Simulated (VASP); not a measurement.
# Hg (P6/mmm) in VASP: further runs

The runs below take Hg through single point, with PBEsol.

All numbers are computed with VASP 6.6.1; they aren't measurements. Logs are shortened: lines on timing, memory, paths and dates and some standing lists are left out, and cuts for length are marked.

## 1. The cell of the first run

Symmetry: P6/mmm, No. 191, hexagonal system. The conventional cell has a = 5.467 Å, b = 5.467 Å, c = 3.185 Å, α = 90.00°, β = 90.00°, γ = 120.00°. Hg (site symmetry -6m2) has 11 Hg at 3.16 to 3.54 Å within 4.2 Å. Within 4.2 Å of Hg (site symmetry 6/mmm) lie 14 Hg at 3.19 to 3.54 Å.

## 2. Single point, PBEsol

Contents of INCAR:

```
SYSTEM = Hg
PREC = Accurate
ENCUT = 520
EDIFF = 1E-7
ISMEAR = 1
SIGMA = 0.1
LREAL = .False.
LASPH = .True.
NELM = 100
ALGO = Normal
ISIF = 2
LWAVE = .False.
LCHARG = .False.
GGA = PS
NBANDS = 25
```

Contents of KPOINTS:

```
regular mesh
0
Gamma
  2 2 2
  0 0 0
```

Contents of POSCAR:

```
Hg
1.0
    5.4666960000      0.0000000000      0.0000000000
   -2.7333480000      4.7342976108      0.0000000000
    0.0000000000      0.0000000000      3.1852180000
Hg
3
Direct
    0.3333333333      0.6666666667      0.5000000000
    0.6666666667      0.3333333333      0.5000000000
    0.0000000000      0.0000000000      0.0000000000
```

Potentials or basis: VASP PAW PBE potentials, release 64 (Hg).

Command:

```sh
cat potpaw_PBE.64/Hg/POTCAR > POTCAR
mpirun -np 1 vasp_std > vasp.out
```

OUTCAR:

```text
SYSTEM = Hg
   PREC = Accurate
   ENCUT = 520
   EDIFF = 1E-7
   ISMEAR = 1
   LREAL = .False.
   LASPH = .True.
   NELM = 100
   ISIF = 2
   GGA = PS

 ion  position               nearest neighbor table
   1  0.333  0.667  0.500-   2 3.16   2 3.16   2 3.16   3 3.54   3 3.54   3 3.54   3 3.54   3 3.54
                             3 3.54
   2  0.667  0.333  0.500-   1 3.16   1 3.16   1 3.16   3 3.54   3 3.54   3 3.54   3 3.54   3 3.54
                             3 3.54
   3  0.000  0.000  0.000-   1 3.54   2 3.54   1 3.54   2 3.54   2 3.54   2 3.54   1 3.54   1 3.54
                             2 3.54   2 3.54   1 3.54   1 3.54

  LATTYP: Found a hexagonal cell.
 ALAT       =     5.4666960000
 C/A-ratio  =     0.5826587028

  Lattice vectors:

 A1 = (   5.4666960000,   0.0000000000,   0.0000000000)
 A2 = (  -2.7333480000,   4.7342976108,   0.0000000000)
 A3 = (   0.0000000000,   0.0000000000,   3.1852180000)

Analysis of symmetry for initial positions (statically):
=====================================================================
 Subroutine PRICEL returns:
 Original cell was already a primitive cell.

 Routine SETGRP: Setting up the symmetry group for a
 hexagonal supercell.

 Subroutine GETGRP returns: Found 24 space group operations
 (whereof 24 operations were pure point group operations)
 out of a pool of 24 trial point group operations.

The static configuration has the point symmetry D_6h.

Analysis of symmetry for dynamics (positions and initial velocities):
=====================================================================
 Subroutine PRICEL returns:
 Original cell was already a primitive cell.

 Routine SETGRP: Setting up the symmetry group for a
 hexagonal supercell.

 Subroutine GETGRP returns: Found 24 space group operations
 (whereof 24 operations were pure point group operations)
 out of a pool of 24 trial point group operations.

The dynamic configuration has the point symmetry D_6h.

 Subroutine INISYM returns: Found 24 space group operations
 (whereof 24 operations are pure point group operations),
 and found     1 'primitive' translations

----------------------------------------------------------------------------------------

                                     Primitive cell

  volume of cell :      82.4365

  direct lattice vectors                    reciprocal lattice vectors
     5.466696000  0.000000000  0.000000000     0.182925848  0.105612287  0.000000000
    -2.733348000  4.734297611  0.000000000     0.000000000  0.211224575  0.000000000
     0.000000000  0.000000000  3.185218000     0.000000000  0.000000000  0.313950254

  length of vectors
     5.466696000  5.466696000  3.185218000     0.211224575  0.211224575  0.313950254

  position of ions in fractional coordinates (direct lattice)
     0.333333333  0.666666667  0.500000000
     0.666666667  0.333333333  0.500000000
     0.000000000  0.000000000  0.000000000

  ion indices of the primitive-cell ions
   primitive index   ion index
                 1           1
                 2           2
                 3           3

----------------------------------------------------------------------------------------

 KPOINTS: regular mesh

Automatic generation of k-mesh.
 Grid dimensions read from file:
 generate k-points for:    2    2    2

 Generating k-lattice:

  Cartesian coordinates                     Fractional coordinates (reciprocal lattice)
     0.091462924  0.052806144  0.000000000     0.500000000  0.000000000  0.000000000
     0.000000000  0.105612287  0.000000000     0.000000000  0.500000000  0.000000000
     0.000000000  0.000000000  0.156975127     0.000000000  0.000000000  0.500000000

  Length of vectors
     0.105612287  0.105612287  0.156975127

  Shift w.r.t. Gamma in fractional coordinates (k-lattice)
     0.000000000  0.000000000  0.000000000

 Subroutine IBZKPT returns following result:
 ===========================================

 Found      4 irreducible k-points:

 Following reciprocal coordinates:
            Coordinates               Weight
  0.000000  0.000000  0.000000      1.000000
  0.500000  0.000000  0.000000      3.000000
  0.000000  0.000000  0.500000      1.000000
  0.500000  0.000000  0.500000      3.000000
   k-points           NKPTS =      4   k-points in BZ     NKDIM =      4   number of bands    NBANDS=     25
   number of dos      NEDOS =    301   number of ions     NIONS =      3
   total plane-waves  NPLWV =  42336
   dimension x,y,z NGX =    42 NGY =   42 NGZ =   24
   dimension x,y,z NGXF=    84 NGYF=   84 NGZF=   48
   ions per type =               3
   NGX,Y,Z   is equivalent  to a cutoff of  12.77, 12.77, 12.53 a.u.
   NGXF,Y,Z  is equivalent  to a cutoff of  25.54, 25.54, 25.05 a.u.
 SYSTEM =  Hg
   PREC   = accura    normal or accurate (medium, high low for compatibility)
   ISTART =      0    job   : 0-new  1-cont  2-samecut
   ICHARG =      2    charge: 1-file 2-atom 10-const
   ISPIN  =      1    spin polarized calculation?
   LNONCOLLINEAR =      F non collinear calculations
   LSORBIT =      F    spin-orbit coupling
   LASPH  =      T    aspherical Exc in radial PAW
   ENCUT  =  520.0 eV  38.22 Ry    6.18 a.u.  10.16 10.16  5.92*2*pi/ulx,y,z
   NELM   =    100;   NELMIN=  2; NELMDL= -5     # of ELM steps
   EDIFF  = 0.1E-06   stopping-criterion for ELM
   LREAL  =      F    real-space projection
   EDIFFG = 0.1E-05   stopping-criterion for IOM
   NSW    =      0    number of steps for IOM
   IBRION =     -1    ionic relax: 0-MD 1-quasi-New 2-CG
   NFREE  =      0    steps in history (QN), initial steepest desc. (CG)
   ISIF   =      2    stress and relaxation
   ISYM   =      2    0-nonsym 1-usesym 2-fastsym
   POTIM  = 0.5000    time-step for ionic-motion
   TEBEG  =    0.0;   TEEND  =   0.0 temperature during run
   PSTRESS=    0.0 pullay stress
   NELECT =      36.0000    total number of electrons
   NUPDOWN=      -1.0000    fix difference up-down
   EMIN   =  10.00;   EMAX   =-10.00  energy-range for DOS
   EFERMI =   0.00;   METHOD = LEGACY
   ISMEAR =     1;   SIGMA  =   0.10  broadening in eV -4-tet -1-fermi 0-gaus
   EFERMI_NEDOS =   21; number of points for ismear=-14 and -15
   IALGO  =     38    algorithm
   IMIX   =      4    mixing-type and parameters
     AMIX     =   0.40;   BMIX     =  1.00
     AMIX_MAG =   1.60;   BMIX_MAG =  1.00
  volume/ion in A,a.u.               =      27.48       185.44
  Fermi-wavevector in a.u.,A,eV,Ry     =   1.242041  2.347116 20.989229  1.542665
  Thomas-Fermi vector in A             =   2.376412
   LORBIT       =      0    0 simple, 1 ext, 2 COOP (PROOUT), +10 PAW based schemes
   GGA     = PS    functional components
   LHFCALC =     F    Hartree Fock is set to
   AEXX    =    0.0000 exact exchange contribution
   IVDW    =     0    specifies the selected vdW correction
   LEPSILON=     F    determine dielectric tensor
   LRPA    =     F    only Hartree local field effects (RPA)
 non-spin polarized calculation
 Methfessel and Paxton  Order N= 1 SIGMA  =   0.10
  energy-cutoff  :      520.00
  volume of cell :       82.44
 maximum number of plane-waves:      2232
 NGX is ok and might be reduce to    42
   NGX = 21   NGY = 21   NGZ = 11

 number of electron      36.0000004 magnetization

 Free energy of the ion-electron system (eV)
  ---------------------------------------------------
  ext. energy  EPLUGINS =         0.00000000
  ---------------------------------------------------
  free energy    TOTEN  =         0.26093947 eV

  energy without entropy =        0.27780195  energy(sigma->0) =        0.26656030

 E-fermi :   0.5217     XC(G=0): -10.2028

 val. band max:        0.5116697252   @ k =   0.5000   0.0000   0.0000
 cond. band min:       1.1606639919   @ k =   0.5000   0.0000   0.5000
 fundamental gap:      0.6489942666
 Fermi energy:         0.5217407648

 k-point     1 :       0.0000    0.0000    0.0000
  band No.  band energies     occupation
      1      -6.4876      2.00000
      2      -5.8274      2.00000
      3      -5.4708      2.00000
      4      -5.2058      2.00000
      5      -5.0010      2.00000
      6      -5.0010      2.00000
      7      -4.8383      2.00000
      8      -4.8383      2.00000
      9      -4.7668      2.00000
     10      -4.7668      2.00000
     11      -4.6196      2.00000
     12      -4.6196      2.00000
     13      -4.5086      2.00000
     14      -4.5086      2.00000
     15      -4.0821      2.00000
     16      -4.0821      2.00000
     17       0.0790      2.00000
     18       0.4181      2.05693
     19       3.2501      0.00000
     20       3.2501      0.00000
     21       3.3309      0.00000
     22       3.3309      0.00000
     23       9.7704      0.00000
     24      14.3170      0.00000
     25      15.0508      0.00000

 k-point     2 :       0.5000    0.0000    0.0000
  band No.  band energies     occupation
      1      -5.7310      2.00000
      2      -5.6843      2.00000
      3      -5.6250      2.00000
      4      -5.3967      2.00000
      5      -5.2824      2.00000
      6      -5.0909      2.00000
      7      -4.9393      2.00000
      8      -4.7752      2.00000
      9      -4.7354      2.00000
     10      -4.5570      2.00000
     11      -4.4663      2.00000
     12      -4.2726      2.00000
     13      -4.2131      2.00000
     14      -4.1583      2.00000
     15      -4.0561      2.00000
     16      -3.8631      2.00000
     17      -3.6635      2.00000
     18      -0.3186      2.00000
     19       0.5117      1.16950
     20       7.1040      0.00000
     21       7.1083      0.00000
     22       9.1184      0.00000
     23       9.1261      0.00000
     24      10.0146      0.00000
     25      12.2182      0.00000

 k-point     3 :       0.0000    0.0000    0.5000
  band No.  band energies     occupation
      1      -5.5951      2.00000
      2      -5.5951      2.00000
      3      -5.3524      2.00000
      4      -5.3524      2.00000
      5      -5.2013      2.00000
      6      -4.8833      2.00000
      7      -4.8833      2.00000
      8      -4.8539      2.00000
      9      -4.8539      2.00000
     10      -4.3089      2.00000
     11      -4.2983      2.00000
     12      -4.2983      2.00000
     13      -4.1698      2.00000
     14      -4.1698      2.00000
     15      -3.8450      2.00000
     16      -1.6519      2.00000
     17      -1.1291      2.00000
     18       3.5505      0.00000
     19       4.3889      0.00000
     20       4.7339      0.00000
     21       4.9730      0.00000
     22       5.5807      0.00000
     23       5.5807      0.00000
     24       6.7387      0.00000
     25       6.7387      0.00000

 k-point     4 :       0.5000    0.0000    0.5000
  band No.  band energies     occupation
      1      -5.5230      2.00000
      2      -5.4565      2.00000
      3      -5.4543      2.00000
      4      -5.3706      2.00000
      5      -5.2324      2.00000
      6      -5.0191      2.00000
      7      -4.9867      2.00000
      8      -4.7411      2.00000
      9      -4.6256      2.00000
     10      -4.5747      2.00000
     11      -4.2931      2.00000
     12      -4.2668      2.00000
     13      -4.0874      2.00000
     14      -3.9690      2.00000
     15      -3.9536      2.00000
     16      -0.1675      2.00000
     17      -0.1280      2.00000
     18       0.4921      1.47819
     19       1.1607     -0.00000
     20       3.5026      0.00000
     21       3.8477      0.00000
     22       4.7439      0.00000
     23       6.5153      0.00000
     24      10.0645      0.00000
     25      10.5511      0.00000

------------------------ aborting loop because EDIFF is reached ----------------------------------------

  FORCE on cell =-STRESS in cart. coord.  units (eV):
  Direction    XX          YY          ZZ          XY          YZ          ZX
  --------------------------------------------------------------------------------------
  -------------------------------------------------------------------------------------
  Total       -2.0889356     -2.0889356      9.1307673      0.0000000     -0.0000000      0.0000000
  in kB      -40.5990613    -40.5990613    177.4590763      0.0000000     -0.0000000      0.0000000
  external PRESSURE =      32.0869846 kB  Pullay stress =       0.0000000 kB

 VOLUME and BASIS-vectors are now :
 -----------------------------------------------------------------------------
  energy-cutoff  :      520.00
  volume of cell :       82.44
      direct lattice vectors                 reciprocal lattice vectors
     5.466696000  0.000000000  0.000000000     0.182925848  0.105612287  0.000000000
    -2.733348000  4.734297611  0.000000000     0.000000000  0.211224575  0.000000000
     0.000000000  0.000000000  3.185218000     0.000000000  0.000000000  0.313950254

 POSITION                                       TOTAL-FORCE (eV/Angst)
 -----------------------------------------------------------------------------------
     -0.00000      3.15620      1.59261        -0.000000      0.000000      0.000000
      2.73335      1.57810      1.59261         0.000000      0.000000     -0.000000
      0.00000      0.00000      0.00000        -0.000000      0.000000     -0.000000
 -----------------------------------------------------------------------------------
    total drift:                               -0.000000      0.000000     -0.000000

  FREE ENERGIE OF THE ION-ELECTRON SYSTEM (eV)
  ---------------------------------------------------
  free  energy   TOTEN  =         0.2609394705 eV

  energy  without entropy=        0.2778019485  energy(sigma->0) =        0.26656030
```

It took 10 s on 1 thread of Intel Xeon Platinum 8488C (Sapphire Rapids), shared host; peak memory 0.19 GiB.

What came out:

```
Free energy            : 0.2609 eV
Pressure               : 3.2 GPa
Band gap on the k mesh : zero (band 18 reaches 3.55 eV, above the bottom of band 19 at 0.51 eV)
```

Stress tensor (GPa, compression positive):
```
-4.06  0.00  0.00
 0.00 -4.06  0.00
 0.00  0.00 17.75
```

Caveat: the k points lie up to 0.99 Å⁻¹ apart; the PAW data sets were made with another functional, which shifts forces and pressure a little; spin-orbit coupling is left out, which moves the levels of the heavy elements.

## 3. Single point, PBEsol

Contents of INCAR:

```
SYSTEM = Hg
  ALGO = Normal
  EDIFF = 1E-6
  ENCUT = 520
  GGA = PS
  ISIF = 2
  ISMEAR = 1
  LASPH = .TRUE.
  LCHARG = .FALSE.
  LREAL = .FALSE.
  LWAVE = .FALSE.
  NBANDS = 25
  NELM = 60
  PREC = Accurate
  SIGMA = 0.1
```

Contents of KPOINTS:

```
k-points
0
G
  2 2 3
  0 0 0
```

POSCAR is that of step 2.

Potentials or basis: VASP PAW PBE potentials, release 64 (Hg).

Command:

```sh
cat potpaw_PBE.64/Hg/POTCAR > POTCAR
mpirun -np 1 vasp_std > vasp.out
```

OUTCAR:

```text
SYSTEM = Hg
   EDIFF = 1E-6
   ENCUT = 520
   GGA = PS
   ISIF = 2
   ISMEAR = 1
   LASPH = .TRUE.
   LREAL = .FALSE.
   NELM = 60
   PREC = Accurate

 ion  position               nearest neighbor table
   1  0.333  0.667  0.500-   2 3.16   2 3.16   2 3.16   3 3.54   3 3.54   3 3.54   3 3.54   3 3.54
                             3 3.54
   2  0.667  0.333  0.500-   1 3.16   1 3.16   1 3.16   3 3.54   3 3.54   3 3.54   3 3.54   3 3.54
                             3 3.54
   3  0.000  0.000  0.000-   1 3.54   2 3.54   1 3.54   2 3.54   2 3.54   2 3.54   1 3.54   1 3.54
                             2 3.54   2 3.54   1 3.54   1 3.54

[... 289 lines left out ...]
  --------------------------------------------------------------------------------------
  -------------------------------------------------------------------------------------
  Total       -0.0502585     -0.0502585     -5.5543969      0.0000000      0.0000000      0.0000000
  in kB       -0.9767885     -0.9767885   -107.9512942      0.0000000      0.0000000      0.0000000
  external PRESSURE =     -36.6349571 kB  Pullay stress =       0.0000000 kB

 VOLUME and BASIS-vectors are now :
 -----------------------------------------------------------------------------
  energy-cutoff  :      520.00
  volume of cell :       82.44
      direct lattice vectors                 reciprocal lattice vectors
     5.466696000  0.000000000  0.000000000     0.182925848  0.105612287  0.000000000
    -2.733348000  4.734297611  0.000000000     0.000000000  0.211224575  0.000000000
     0.000000000  0.000000000  3.185218000     0.000000000  0.000000000  0.313950254

 POSITION                                       TOTAL-FORCE (eV/Angst)
 -----------------------------------------------------------------------------------
     -0.00000      3.15620      1.59261        -0.000000      0.000000      0.000000
      2.73335      1.57810      1.59261         0.000000      0.000000     -0.000000
      0.00000      0.00000      0.00000        -0.000000      0.000000      0.000000
 -----------------------------------------------------------------------------------
    total drift:                               -0.000000      0.000000     -0.000000

  FREE ENERGIE OF THE ION-ELECTRON SYSTEM (eV)
  ---------------------------------------------------
  free  energy   TOTEN  =        -1.4589940341 eV

  energy  without entropy=       -1.4530192543  energy(sigma->0) =       -1.45700244
```

OSZICAR:

```text
N       E                     dE             d eps       ncg     rms          rms(c)
DAV:   1     0.278397250369E+03    0.27840E+03   -0.18532E+04   200   0.137E+03
DAV:   2     0.565222878536E+01   -0.27275E+03   -0.25737E+03   200   0.354E+02
DAV:   3    -0.157844720917E+01   -0.72307E+01   -0.72039E+01   247   0.629E+01
DAV:   4    -0.159558285642E+01   -0.17136E-01   -0.17120E-01   214   0.268E+00
DAV:   5    -0.159561275177E+01   -0.29895E-04   -0.29895E-04   246   0.116E-01    0.351E+00
DAV:   6    -0.146864139850E+01    0.12697E+00   -0.31646E-01   213   0.575E+00    0.305E+00
DAV:   7    -0.145972638925E+01    0.89150E-02   -0.49265E-02   213   0.167E+00    0.181E+00
DAV:   8    -0.145902818534E+01    0.69820E-03   -0.52962E-03   211   0.739E-01    0.124E-01
DAV:   9    -0.145896678915E+01    0.61396E-04   -0.72511E-04   229   0.244E-01    0.539E-02
DAV:  10    -0.145899381401E+01   -0.27025E-04   -0.63452E-05   203   0.952E-02    0.140E-02
DAV:  11    -0.145899403412E+01   -0.22011E-06   -0.36822E-06   221   0.177E-02
   1 F= -.14589940E+01 E0= -.14570024E+01  d E =-.597478E-02
```

It took 8.1 s on 1 thread of Intel Xeon Platinum 8488C (Sapphire Rapids), shared host; peak memory 0.18 GiB.

What came out:

```yaml
Free_energy: -1.4590 eV
Pressure: -3.7 GPa
Band_gap_on_the_k_mesh: zero (band 18 reaches 1.66 eV, above the bottom of band 19 at 0.48 eV)
```

Stress tensor (GPa, compression positive):
```
 -0.10   0.00   0.00
  0.00  -0.10   0.00
  0.00   0.00 -10.80
```

Caveat: the k points lie up to 0.66 Å⁻¹ apart; the PAW data sets were made with another functional, which shifts forces and pressure a little; spin-orbit coupling is left out, which moves the levels of the heavy elements.

## 4. Single point, PBEsol

Contents of INCAR:

```
ALGO = Normal
EDIFF = 1E-6
ENCUT = 520
GGA = PS
ISIF = 2
ISMEAR = 1
LASPH = T
LCHARG = F
LREAL = F
LWAVE = F
NBANDS = 25
NELM = 60
PREC = Accurate
SIGMA = 0.1
```

Contents of KPOINTS:

```
k-points
0
Gamma
  3 3 4
```

POSCAR is that of step 3.

Command:

```sh
cat potpaw_PBE.64/Hg/POTCAR > POTCAR
mpirun -np 1 vasp_std > vasp.out
```

Wall time 14 s (1 thread of Intel Xeon Platinum 8488C (Sapphire Rapids), shared host); peak memory 0.19 GiB.

The run converged. Its results:

```
Free energy            : -1.3661 eV
Pressure               : -2.4 GPa
Band gap on the k mesh : zero (band 18 reaches 3.50 eV, above the bottom of band 19 at 0.86 eV)
```

Stress tensor (GPa, compression positive):
```
-1.49  0.00  0.00
 0.00 -1.49  0.00
 0.00  0.00 -4.25
```

Levels at points of the mesh, in eV from the Fermi level:
```tsv
k point	band 16	band 17	band 18	band 19	band 20	band 21
(0.00, 0.00, 0.00)	-5.24	-1.02	-0.71	2.15	2.15	2.24
(0.00, 0.00, 0.50)	-2.75	-2.21	2.44	3.34	3.60	3.96
```

Caveat: the k points lie up to 0.49 Å⁻¹ apart; the PAW data sets were made with another functional, which shifts forces and pressure a little; spin-orbit coupling is left out, which moves the levels of the heavy elements.

(Continued in part 2 of 2.)
